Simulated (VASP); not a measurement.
## Si: single point with PBE

Si:

```xyz
2
Lattice="0.0000 2.4888 2.9855 2.4888 0.0000 2.9855 2.4888 2.4888 0.0000" Properties=species:S:1:pos:R:3 pbc="T T T"
Si    2.4888    2.4888    2.9855
Si    3.7331    3.7331    4.4783
```

This cell differs from its parent crystal: volume 18.492 Å^3 an atom, c/a of the conventional cell 1.1996.

* Program: VASP 6.6.1
* Task: single point
* Functional: PBE
* Potentials or basis: VASP PAW PBE potentials, release 64 (Si)
* Cutoff: 520 eV
* k mesh: 10 × 10 × 10
* Occupations: gaussian, width 0.05 eV
* Spin: no spin polarisation

- Pressure: 9.2 GPa
- Band gap on the k mesh: zero (band 4 reaches 7.27 eV, above the bottom of band 5 at 6.64 eV)

Stress tensor (GPa, compression positive):
```
16.36  0.00  0.00
 0.00 16.36  0.00
 0.00  0.00 -5.10
```

Levels at points of the mesh, in eV from the Fermi level:
| k point | band 1 | band 2 | band 3 | band 4 | band 5 | band 6 | band 7 | band 8 |
| --- | --- | --- | --- | --- | --- | --- | --- | --- |
| (0.00, 0.00, 0.00) | -12.80 | -1.36 | 0.31 | 0.31 | 2.30 | 2.30 | 2.86 | 3.13 |
| (0.50, 0.00, 0.00) | -10.20 | -7.62 | -2.53 | -0.44 | 0.36 | 3.62 | 3.88 | 7.87 |
| (0.50, 0.50, 0.00) | -9.12 | -9.12 | -2.23 | -2.23 | 1.34 | 1.34 | 10.32 | 10.32 |
| (0.50, 0.00, 0.50) | -7.91 | -7.91 | -3.71 | -3.71 | -0.16 | -0.16 | 8.20 | 8.20 |

Run time: 18 s on 1 thread of Intel(R) Xeon(R) 6975P-C (Granite Rapids), on a shared host, peak memory 0.17 GiB.
